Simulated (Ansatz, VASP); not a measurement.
# Two plane-wave programs on Ga2F

Contents of INCAR:

```
  ALGO = Normal
  EDIFF = 1E-7
  EDIFFG = -0.04
  ENCUT = 600
  GGA = PE
  IBRION = 2
  ISIF = 3
  ISMEAR = 0
  LASPH = True
  LCHARG = False
  LREAL = False
  LWAVE = False
  NELM = 100
  NSW = 90
  PREC = Accurate
  SIGMA = 0.1
```

Contents of KPOINTS:

```
k-points
0
Gamma
  6 6 2
```

POSCAR

```
Ga2F
1.0
    3.2887733646      0.0000000000      0.0000000000
   -1.6443866823      2.8481612811      0.0000000000
    0.0000000000      0.0000000000     10.3664461162
Ga F
4 2
Direct
    0.3333333333      0.6666666667      0.0000000000
    0.6666666667      0.3333333333      0.5000000000
    0.0000000000      0.0000000000      0.2500000000
    0.0000000000      0.0000000000      0.7500000000
    0.3333333333      0.6666666667      0.3750000000
    0.6666666667      0.3333333333      0.8750000000
```

Input for Ansatz:

```yaml
crystal:
  lattice:
    - [3.2887733646, 0.0, 0.0]
    - [-1.6443866823, 2.8481612811, 0.0]
    - [0.0, 0.0, 10.3664461162]
  atoms:
    - { symbol: Ga, position: [0.3333333333, 0.6666666667, 0.0] }
    - { symbol: Ga, position: [0.6666666667, 0.3333333333, 0.5] }
    - { symbol: Ga, position: [0.0, 0.0, 0.25] }
    - { symbol: Ga, position: [0.0, 0.0, 0.75] }
    - { symbol: F, position: [0.3333333333, 0.6666666667, 0.375] }
    - { symbol: F, position: [0.6666666667, 0.3333333333, 0.875] }
basis:
  ecutwfc: 420
kpoints:
  mp_grid: { grid: [6, 6, 2] }
hamiltonian:
  xc: pbe
scf:
  occupations: { method: gaussian, width: 0.1 }
  lower_state_search: "off"
output:
  forces: true
  stress: true
  eigenvalues: true
relax:
  adjacent_minimum: "off"
  f_tol: 0.04
  max_steps: 70
  cell: { stress_tol: 0.4 }
```

Alike in both runs: task relaxation of cell and atoms; functional PBE; k mesh 6 × 6 × 2; occupations gaussian, width 0.1 eV; no spin polarisation.

|  | VASP | Ansatz |
| --- | --- | --- |
| version | VASP 6.6.1 | Ansatz 0.2.0 |
| potentials or method | VASP PAW PBE potentials, release 64 (Ga_d, F), cutoff 600 eV | scalar-relativistic, plane waves, PAW |
| valence electrons in the cell | 66 | 66 |

|  | VASP | Ansatz | Ansatz less VASP |
| --- | --- | --- | --- |
| gap on the k mesh at the Fermi level, each at its own relaxed structure (eV) | none | none | - |
| relaxed volume (Å³/atom) | 16.35 | 16.84 | +0.491 |
| relaxed length of the cell vector where the two differ most in proportion (Å) | 12.659 | 13.067 | +0.4085 |

A gap of «none» marks a metal or a gap that the smearing closes.

The k mesh is coarse, so the values compare programs but aren't converged.
